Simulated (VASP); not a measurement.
BP (kl):

```
CELL_PARAMETERS angstrom
0.00000 2.26607 2.26607
2.26607 0.00000 2.26607
2.26607 2.26607 0.00000
ATOMIC_POSITIONS crystal
B 0.00000 0.00000 0.00000
P 0.75000 0.75000 0.75000
```

```yaml
Program: VASP 6.6.1
Task: relaxation of cell and atoms
Functional: LDA
Potentials_or_basis: VASP PAW LDA potentials, release 64 (B, P)
Cutoff: 500 eV
k_mesh: 10 × 10 × 10
Occupations: gaussian, width 0.02 eV
Spin: no spin polarisation
```

At the start: pressure -4.7 GPa; volume 11.64 Å³/atom.

Task: How do energy, volume and symmetry change on relaxing?

Result: Over 3 steps the energy falls by 4.9 meV/atom and the volume is 11.31 Å³/atom (-2.8 %); space group F-43m (No. 216, to 0.05 Å).

Step by step:
```csv
step,energy change (eV),largest force (eV/Å),pressure (GPa),volume (Å³)
1,0.0000,0.0000,-4.71,23.27
2,-0.0039,0.0000,3.94,22.14
3,-0.0098,0.0000,-0.01,22.62
```

Final structure:
```cif
data_structure
_symmetry_space_group_name_H-M 'P 1'
_symmetry_Int_Tables_number 1
_cell_length_a 3.1747
_cell_length_b 3.1747
_cell_length_c 3.1747
_cell_angle_alpha 60.000
_cell_angle_beta 60.000
_cell_angle_gamma 60.000
_cell_volume 22.62
loop_
_atom_site_label
_atom_site_type_symbol
_atom_site_fract_x
_atom_site_fract_y
_atom_site_fract_z
_atom_site_occupancy
B1 B 0.00000 0.00000 0.00000 1
P1 P 0.75000 0.75000 0.75000 1
```
